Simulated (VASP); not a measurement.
Write the native input for VASP 6.6.1 that does the following.

```
Task                   : single point
Functional             : PBEsol
Potentials or basis    : VASP PAW PBE potentials, release 64 (Mg, O)
Cutoff                 : 600 eV
k mesh                 : 5 × 5 × 3
Occupations            : gaussian, width 0.01 eV
Spin                   : no spin polarisation
Dipole correction      : no
Further INCAR settings : ALGO = Normal; EDIFF = 1e-06; NBANDS = 16
```

The structure of MgO lies in POSCAR:

```
MgO
1.0
    3.3077870000      0.0000000000      0.0000000000
   -1.6538935000      2.8646275723      0.0000000000
    0.0000000000      0.0000000000      4.9828820000
Mg O
2 2
Direct
    0.3333330000      0.6666670000      0.0021600000
    0.6666670000      0.3333330000      0.5021600000
    0.3333330000      0.6666670000      0.4024400000
    0.6666670000      0.3333330000      0.9024400000
```

These files were run (other wordings do the same):

INCAR

```
SYSTEM = MgO
  PREC = Accurate
  ENCUT = 600
  EDIFF = 1E-6
  ISMEAR = 0
  SIGMA = 0.01
  LREAL = .False.
  LASPH = .True.
  NELM = 120
  ALGO = Normal
  ISIF = 2
  LWAVE = .False.
  LCHARG = .False.
  GGA = PS
  NBANDS = 16
  GGA_COMPAT = .False.
```

KPOINTS

```
Automatic mesh
0
Gamma
  5 5 3
  0 0 0
```

Potentials or basis: VASP PAW PBE potentials, release 64 (Mg, O).

Launch:

```bash
$ cat potpaw_PBE.64/Mg/POTCAR potpaw_PBE.64/O/POTCAR > POTCAR
$ mpirun -np 1 vasp_std > vasp.out
```

Results of the run:

```
Pressure               : -0.1 GPa
Largest force          : 0.010 eV/Å
Band gap on the k mesh : 3.34 eV, direct
```

Caveat: the k points lie up to 0.44 Å⁻¹ apart; the PAW data sets were made with another functional, which shifts forces and pressure a little.

Run time: 18 s on 1 thread of Intel Xeon 8259CL (shared host), peak memory 0.17 GiB.
